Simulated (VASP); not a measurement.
# Mn (I4_1/amd) in VASP: single point with PBEsol

Aim: the single point of Mn with PBEsol.

All numbers are computed with VASP 6.6.1; they aren't measurements. Logs are shortened: lines on timing, memory, paths and dates and some standing lists are left out, and cuts for length are marked.

**1. The cell of the first run**

It takes space group I4_1/amd (No. 141, tetragonal). The conventional cell has a = 4.611 Å, b = 4.611 Å, c = 2.515 Å, α = 90.00°, β = 90.00°, γ = 90.00°. Mn (site symmetry -4m2) has 10 Mn at 2.39 to 2.98 Å within 3.2 Å.

**2. Single point, PBEsol, collinear spin, ferromagnetic start**

The input, INCAR:

```
PREC     = Accurate       # precision mode
ENCUT    = 520            # plane-wave cutoff, eV
EDIFF    = 1E-7           # SCF threshold, eV
ISMEAR   = 0              # smearing method
SIGMA    = 0.1            # smearing width, eV
LREAL    = F              # projectors in reciprocal space
LASPH    = T              # aspherical terms in the spheres
NELM     = 150            # most SCF steps
ALGO     = Normal         # electronic algorithm
ISIF     = 2              # what is computed and relaxed
LWAVE    = F              # write WAVECAR
LCHARG   = T              # write CHGCAR
ISPIN    = 2              # spin polarisation
MAGMOM   = 4 4            # initial moments
LORBIT   = 11             # projections on sites
LMAXMIX  = 4              # l up to which the mixer works
GGA      = PS             # functional
LELF     = T              # ELF
LVHAR    = T            
NBANDS   = 24             # bands
```

The input, KPOINTS:

```
Automatic mesh
0
Gamma
  8 8 8
```

The input, POSCAR:

```
Mn
1.0
   -2.3053902933      2.3053902933      1.2576329613
    2.3053902933     -2.3053902933      1.2576329613
    2.3053902933      2.3053902933     -1.2576329613
Mn
2
Direct
    0.0000000000      0.0000000000      0.0000000000
    0.7500000000      0.2500000000      0.5000000000
```

Potentials or basis: VASP PAW PBE potentials, release 64 (Mn_pv).

On the command line:

```bash
$ cat potpaw_PBE.64/Mn_pv/POTCAR > POTCAR
$ mpirun -np 1 vasp_std > vasp.out
```

OUTCAR:

```text
PREC = Accurate
   ENCUT = 520
   EDIFF = 1E-7
   ISMEAR = 0
   LREAL = F
   LASPH = T
   NELM = 150
   ISIF = 2
   ISPIN = 2
   LORBIT = 11
   GGA = PS

 ion  position               nearest neighbor table
   1  0.000  0.000  0.000-   2 2.39   2 2.39   2 2.39   2 2.39   2 2.98   2 2.98   2 2.98   2 2.98

   2  0.750  0.250  0.500-   1 2.39   1 2.39   1 2.39   1 2.39   1 2.98   1 2.98   1 2.98   1 2.98

  LATTYP: Found a body centered tetragonal cell.
 ALAT       =     4.6107805866
 C/A-ratio  =     0.5455184595

  Lattice vectors:

 A1 = (  -2.3053902933,   2.3053902933,   1.2576329613)
 A2 = (   2.3053902933,  -2.3053902933,   1.2576329613)
 A3 = (   2.3053902933,   2.3053902933,  -1.2576329613)

Analysis of symmetry for initial positions (statically):
=====================================================================
 Subroutine PRICEL returns:
 Original cell was already a primitive cell.

 Routine SETGRP: Setting up the symmetry group for a
 body centered tetragonal supercell.

 Subroutine GETGRP returns: Found 16 space group operations
 (whereof  8 operations were pure point group operations)
 out of a pool of 16 trial point group operations.

The static configuration has the point symmetry D_2d.
 The point group associated with its full space group is D_4h.

Analysis of symmetry for dynamics (positions and initial velocities):
=====================================================================
 Subroutine PRICEL returns:
 Original cell was already a primitive cell.

 Routine SETGRP: Setting up the symmetry group for a
 body centered tetragonal supercell.

 Subroutine GETGRP returns: Found 16 space group operations
 (whereof  8 operations were pure point group operations)
 out of a pool of 16 trial point group operations.

The dynamic configuration has the point symmetry D_2d.
 The point group associated with its full space group is D_4h.

Analysis of structural, dynamic, and magnetic symmetry:
=====================================================================
 Subroutine PRICEL returns:
 Original cell was already a primitive cell.

 Routine SETGRP: Setting up the symmetry group for a
 body centered tetragonal supercell.

 Subroutine GETGRP returns: Found 16 space group operations
 (whereof  8 operations were pure point group operations)
 out of a pool of 16 trial point group operations.

The overall configuration has the point symmetry D_2d.
 The point group associated with its full space group is D_4h.

 Subroutine INISYM returns: Found 16 space group operations
 (whereof  8 operations are pure point group operations),
 and found     1 'primitive' translations

----------------------------------------------------------------------------------------

                                     Primitive cell

  volume of cell :      26.7364

  direct lattice vectors                    reciprocal lattice vectors
    -2.305390293  2.305390293  1.257632961     0.000000000  0.216883016  0.397572277
     2.305390293 -2.305390293  1.257632961     0.216883016  0.000000000  0.397572277
     2.305390293  2.305390293 -1.257632961     0.216883016  0.216883016  0.000000000

  length of vectors
     3.494465549  3.494465549  3.494465549     0.452881837  0.452881837  0.306718903

  position of ions in fractional coordinates (direct lattice)
     0.000000000  0.000000000  0.000000000
     0.750000000  0.250000000  0.500000000

  ion indices of the primitive-cell ions
   primitive index   ion index
                 1           1
                 2           2

----------------------------------------------------------------------------------------

 KPOINTS: Automatic mesh

Automatic generation of k-mesh.
 Grid dimensions read from file:
 generate k-points for:    8    8    8

 Generating k-lattice:

  Cartesian coordinates                     Fractional coordinates (reciprocal lattice)
     0.000000000  0.027110377  0.049696535     0.125000000 -0.000000000  0.000000000
     0.027110377  0.000000000  0.049696535    -0.000000000  0.125000000  0.000000000
     0.027110377  0.027110377  0.000000000     0.000000000  0.000000000  0.125000000

  Length of vectors
     0.056610230  0.056610230  0.038339863

  Shift w.r.t. Gamma in fractional coordinates (k-lattice)
     0.000000000  0.000000000  0.000000000

 Subroutine IBZKPT returns following result:
 ===========================================

 Found     59 irreducible k-points:

 Following reciprocal coordinates:
            Coordinates               Weight
  0.000000  0.000000  0.000000      1.000000
  0.125000 -0.000000  0.000000      8.000000
  0.250000 -0.000000  0.000000      8.000000
  0.375000  0.000000  0.000000      8.000000
  0.500000 -0.000000  0.000000      4.000000
  0.125000  0.125000  0.000000      8.000000
[... 16 lines left out ...]
  0.250000  0.125000  0.125000     16.000000
  0.375000  0.125000  0.125000      8.000000
 [... further k-points ...]
   k-points           NKPTS =     59   k-points in BZ     NKDIM =     59   number of bands    NBANDS=     24
   number of dos      NEDOS =    301   number of ions     NIONS =      2
   total plane-waves  NPLWV =  21952
   dimension x,y,z NGX =    28 NGY =   28 NGZ =   28
   dimension x,y,z NGXF=    56 NGYF=   56 NGZF=   56
   ions per type =               2
   NGX,Y,Z   is equivalent  to a cutoff of  13.32, 13.32, 13.32 a.u.
   NGXF,Y,Z  is equivalent  to a cutoff of  26.64, 26.64, 26.64 a.u.
 SYSTEM =  unknown system
   PREC   = accura    normal or accurate (medium, high low for compatibility)
   ISTART =      0    job   : 0-new  1-cont  2-samecut
   ICHARG =      2    charge: 1-file 2-atom 10-const
   ISPIN  =      2    spin polarized calculation?
   LNONCOLLINEAR =      F non collinear calculations
   LSORBIT =      F    spin-orbit coupling
   LASPH  =      T    aspherical Exc in radial PAW
   ENCUT  =  520.0 eV  38.22 Ry    6.18 a.u.   6.50  6.50  6.50*2*pi/ulx,y,z
   NELM   =    150;   NELMIN=  2; NELMDL= -5     # of ELM steps
   EDIFF  = 0.1E-06   stopping-criterion for ELM
   LREAL  =      F    real-space projection
   EDIFFG = 0.1E-05   stopping-criterion for IOM
   NSW    =      0    number of steps for IOM
   IBRION =     -1    ionic relax: 0-MD 1-quasi-New 2-CG
   NFREE  =      0    steps in history (QN), initial steepest desc. (CG)
   ISIF   =      2    stress and relaxation
   ISYM   =      2    0-nonsym 1-usesym 2-fastsym
   POTIM  = 0.5000    time-step for ionic-motion
   TEBEG  =    0.0;   TEEND  =   0.0 temperature during run
   PSTRESS=    0.0 pullay stress
   NELECT =      26.0000    total number of electrons
   NUPDOWN=      -1.0000    fix difference up-down
   EMIN   =  10.00;   EMAX   =-10.00  energy-range for DOS
   EFERMI =   0.00;   METHOD = LEGACY
   ISMEAR =     0;   SIGMA  =   0.10  broadening in eV -4-tet -1-fermi 0-gaus
   EFERMI_NEDOS =   21; number of points for ismear=-14 and -15
   IALGO  =     38    algorithm
   IMIX   =      4    mixing-type and parameters
     AMIX     =   0.40;   BMIX     =  1.00
     AMIX_MAG =   1.60;   BMIX_MAG =  1.00
  volume/ion in A,a.u.               =      13.37        90.21
  Fermi-wavevector in a.u.,A,eV,Ry     =   1.621928  3.065000 35.792189  2.630652
  Thomas-Fermi vector in A             =   2.715625
   LORBIT       =     11    0 simple, 1 ext, 2 COOP (PROOUT), +10 PAW based schemes
   GGA     = PS    functional components
   LHFCALC =     F    Hartree Fock is set to
   AEXX    =    0.0000 exact exchange contribution
   IVDW    =     0    specifies the selected vdW correction
   LEPSILON=     F    determine dielectric tensor
   LRPA    =     F    only Hartree local field effects (RPA)
 spin polarized calculation
 Gauss-broadening in eV      SIGMA  =   0.10
  energy-cutoff  :      520.00
  volume of cell :       26.74
 maximum number of plane-waves:       735
 NGX is ok and might be reduce to    28
   NGX = 13   NGY = 13   NGZ = 13

 number of electron      26.0000013 magnetization       3.1699022

 Free energy of the ion-electron system (eV)
  ---------------------------------------------------
  ext. energy  EPLUGINS =         0.00000000
  ---------------------------------------------------
  free energy    TOTEN  =       -17.72217238 eV

  energy without entropy =      -17.70610677  energy(sigma->0) =      -17.71413958

 E-fermi :   7.7556     XC(G=0): -12.8090

 val. band max:        7.7500791477   @ k =  -0.2500   0.5000   0.1250
 cond. band min:       7.7577832822   @ k =   0.5000   0.5000   0.2500
 fundamental gap:      0.0077041346
 Fermi energy:         7.7556176187

 spin component 1

 k-point     1 :       0.0000    0.0000    0.0000
  band No.  band energies     occupation
      1     -40.9289      1.00000
      2     -40.9289      1.00000
      3     -40.4912      1.00000
      4     -40.4836      1.00000
      5     -40.4608      1.00000
      6     -40.4608      1.00000
[... 16 lines left out ...]
     23      27.4558      0.00000
     24      31.3498      0.00000

 k-point     2 :       0.1250   -0.0000    0.0000
  band No.  band energies     occupation
      1     -40.9246      1.00000
      2     -40.9045      1.00000
      3     -40.5477      1.00000
      4     -40.5353      1.00000
      5     -40.4694      1.00000
      6     -40.4567      1.00000
[... 16 lines left out ...]
     23      26.8484      0.00000
     24      27.1251      0.00000

 k-point     3 :       0.2500   -0.0000    0.0000
  band No.  band energies     occupation
      1     -40.9143      1.00000
      2     -40.8512      1.00000
      3     -40.6770      1.00000
      4     -40.6429      1.00000
      5     -40.5062      1.00000
      6     -40.4469      1.00000
[... 16 lines left out ...]
     23      23.4841      0.00000
     24      24.9312      0.00000
[... 514 lines left out ...]
 k-point    23 :       0.2500    0.1250    0.1250
  band No.  band energies     occupation
      1     -40.8929      1.00000
      2     -40.8310      1.00000
      3     -40.7792      1.00000
      4     -40.6837      1.00000
      5     -40.5609      1.00000
      6     -40.4902      1.00000
[... 16 lines left out ...]
     23      23.9103      0.00000
     24      24.7693      0.00000

 k-point    24 :       0.3750    0.1250    0.1250
  band No.  band energies     occupation
      1     -40.9219      1.00000
      2     -40.8593      1.00000
      3     -40.7975      1.00000
      4     -40.6371      1.00000
      5     -40.6148      1.00000
      6     -40.4867      1.00000
[... 16 lines left out ...]
     23      23.8294      0.00000
     24      26.4879      0.00000

 [... further k-points ...]

 spin component 2

 k-point     1 :       0.0000    0.0000    0.0000
  band No.  band energies     occupation
      1     -39.2624      1.00000
      2     -39.2624      1.00000
      3     -38.8261      1.00000
      4     -38.8186      1.00000
      5     -38.7690      1.00000
      6     -38.7690      1.00000
[... 16 lines left out ...]
     23      27.8301      0.00000
     24      31.7335      0.00000

 k-point     2 :       0.1250   -0.0000    0.0000
  band No.  band energies     occupation
      1     -39.2578      1.00000
      2     -39.2366      1.00000
      3     -38.8835      1.00000
      4     -38.8735      1.00000
      5     -38.7809      1.00000
      6     -38.7648      1.00000
[... 16 lines left out ...]
     23      27.2490      0.00000
     24      27.6664      0.00000

 k-point     3 :       0.2500   -0.0000    0.0000
  band No.  band energies     occupation
      1     -39.2464      1.00000
      2     -39.1824      1.00000
      3     -39.0207      1.00000
      4     -38.9854      1.00000
      5     -38.8204      1.00000
      6     -38.7548      1.00000
[... 16 lines left out ...]
     23      24.0704      0.00000
     24      25.4865      0.00000
[... 514 lines left out ...]
 k-point    23 :       0.2500    0.1250    0.1250
  band No.  band energies     occupation
      1     -39.2373      1.00000
      2     -39.1745      1.00000
      3     -39.1162      1.00000
      4     -39.0143      1.00000
      5     -38.8775      1.00000
      6     -38.8024      1.00000
[... 16 lines left out ...]
     23      24.4988      0.00000
     24      25.2336      0.00000

 k-point    24 :       0.3750    0.1250    0.1250
  band No.  band energies     occupation
      1     -39.2731      1.00000
      2     -39.2119      1.00000
      3     -39.1283      1.00000
      4     -38.9600      1.00000
      5     -38.9345      1.00000
      6     -38.7982      1.00000
[... 16 lines left out ...]
     23      24.3503      0.00000
     24      26.9674      0.00000

 [... further k-points ...]
[... 5 lines left out ...]
  --------------------------------------------------------------------------------------
  -------------------------------------------------------------------------------------
  Total       -4.0045226     -4.0045226     -2.8970692      0.0000000     -0.0000000      0.0000000
  in kB     -239.9708602   -239.9708602   -173.6067614      0.0000000     -0.0000000      0.0000000
  external PRESSURE =    -217.8494939 kB  Pullay stress =       0.0000000 kB

 VOLUME and BASIS-vectors are now :
 -----------------------------------------------------------------------------
  energy-cutoff  :      520.00
  volume of cell :       26.74
      direct lattice vectors                 reciprocal lattice vectors
    -2.305390293  2.305390293  1.257632961     0.000000000  0.216883016  0.397572277
     2.305390293 -2.305390293  1.257632961     0.216883016  0.000000000  0.397572277
     2.305390293  2.305390293 -1.257632961     0.216883016  0.216883016  0.000000000

 POSITION                                       TOTAL-FORCE (eV/Angst)
 -----------------------------------------------------------------------------------
      0.00000      0.00000      0.00000        -0.000000      0.000000      0.000000
      0.00000      2.30539      0.62882         0.000000     -0.000000     -0.000000
 -----------------------------------------------------------------------------------
    total drift:                               -0.000000      0.000000      0.000000

  FREE ENERGIE OF THE ION-ELECTRON SYSTEM (eV)
  ---------------------------------------------------
  free  energy   TOTEN  =       -17.7221723807 eV

  energy  without entropy=      -17.7061067749  energy(sigma->0) =      -17.71413958

 total charge

# of ion       s       p       d       tot
------------------------------------------
    1        0.378   6.270   5.110  11.757
    2        0.378   6.270   5.110  11.757
--------------------------------------------------
tot          0.756  12.539  10.219  23.515

 magnetization (x)

# of ion       s       p       d       tot
------------------------------------------
    1        0.005   0.004   1.552   1.562
    2        0.005   0.004   1.552   1.562
--------------------------------------------------
tot          0.010   0.009   3.105   3.124
```

Run time: 80 s. Hardware: 1 thread of Intel Xeon Platinum 8259CL at 2.50GHz (Skylake/Cascade Lake), shared host; peak memory 0.2 GiB.

What came out:

```yaml
Free_energy: -17.7222 eV
Pressure: -21.8 GPa
Net_moment: 3.17 μB per cell
Site_moments: Mn +1.56 μB
Valence_electrons_inside_the_program's_atomic_spheres: Mn 11.76
```

Levels at points of the mesh, in eV from the Fermi level:
Spin up:
| k point | band 11 | band 12 | band 13 | band 14 | band 15 | band 16 | band 17 | band 18 | band 19 | band 20 |
| --- | --- | --- | --- | --- | --- | --- | --- | --- | --- | --- |
| (0.00, 0.00, 0.00) | -2.12 | -0.38 | -0.38 | -0.34 | -0.34 | 0.61 | 1.72 | 6.15 | 6.15 | 12.26 |
| (0.50, 0.00, 0.00) | -1.42 | -1.25 | -0.65 | -0.28 | 0.62 | 0.73 | 2.27 | 5.33 | 7.84 | 8.20 |
| (0.50, 0.50, 0.00) | -1.72 | -1.72 | -0.68 | -0.68 | 0.18 | 0.18 | 0.43 | 0.43 | 12.18 | 12.18 |
| (0.50, 0.50, 0.50) | -0.77 | -0.77 | -0.67 | -0.67 | -0.20 | -0.20 | -0.16 | -0.16 | 5.69 | 5.69 |
Spin down:
| k point | band 8 | band 9 | band 10 | band 11 | band 12 | band 13 | band 14 | band 15 |
| --- | --- | --- | --- | --- | --- | --- | --- | --- |
| (0.00, 0.00, 0.00) | -3.10 | -2.03 | -1.65 | -1.09 | 1.41 | 1.41 | 1.45 | 1.45 |
| (0.50, 0.00, 0.00) | -2.54 | -1.70 | -1.32 | 0.03 | 0.35 | 0.38 | 1.60 | 1.93 |
| (0.50, 0.50, 0.00) | -4.01 | -1.48 | -1.48 | -0.69 | -0.69 | 1.00 | 1.00 | 1.91 |
| (0.50, 0.50, 0.50) | -3.03 | -1.13 | -1.13 | -0.41 | -0.41 | 1.12 | 1.12 | 1.61 |

Caveat: the PAW data sets were made with another functional, which shifts forces and pressure a little.
